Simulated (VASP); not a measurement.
# AlN: single point with PBEsol

Crystal: AlN.

```
Al N
1.0
     3.13161    0.00000    0.00000
    -1.56580    2.71205    0.00000
     0.00000    0.00000    5.01097
Al N
2 2
Direct
  0.33333 0.66667 0.00000
  0.66667 0.33333 0.50000
  0.33333 0.66667 0.38500
  0.66667 0.33333 0.88500
```

This cell differs from its parent crystal: volume scaled by 1.02.

```yaml
Program: VASP 6.6.1
Task: single point
Functional: PBEsol
Potentials_or_basis: VASP PAW PBE potentials, release 64 (Al, N)
Cutoff: 520 eV
k_mesh: 10 × 10 × 6
Occupations: fermi-dirac, width 0.03 eV
Spin: no spin polarisation
Dipole_correction: no
Further_INCAR_settings: ALGO = Normal; EDIFF = 1e-06; NBANDS = 16
```

The pressure is -3.3 GPa. The largest force is 0.177 eV/Å and the band gap on the k mesh is 3.92 eV, direct.

Forces in eV/Å, atoms in the order of the input:
```
Al   0.000  0.000  0.177
Al   0.000  0.000  0.177
N    0.000  0.000 -0.177
N    0.000  0.000 -0.177
```

Stress tensor (GPa, compression positive):
```
-2.85  0.00  0.00
 0.00 -2.85  0.00
 0.00  0.00 -4.34
```

Levels at points of the mesh, in eV from the valence-band top:
| k point | band 5 | band 6 | band 7 | band 8 | band 9 | band 10 | band 11 | band 12 |
| --- | --- | --- | --- | --- | --- | --- | --- | --- |
| (0.00, 0.00, 0.00) | -0.94 | -0.29 | -0.29 | 0.00 | 3.92 | 6.36 | 10.34 | 10.84 |
| (0.50, 0.00, 0.00) | -3.37 | -2.16 | -1.80 | -0.76 | 5.57 | 5.61 | 7.87 | 9.97 |
| (0.00, 0.00, 0.50) | -0.62 | -0.62 | -0.62 | -0.62 | 6.19 | 6.19 | 10.02 | 10.02 |
| (0.50, 0.00, 0.50) | -1.54 | -1.54 | -1.39 | -1.39 | 5.08 | 5.08 | 8.95 | 8.95 |

It took 28 s on 1 thread of Intel(R) Xeon(R) 6975P-C (Granite Rapids) (shared host), peak memory 0.17 GiB.

Caveat: the PAW data sets were made with another functional, which shifts forces and pressure a little.
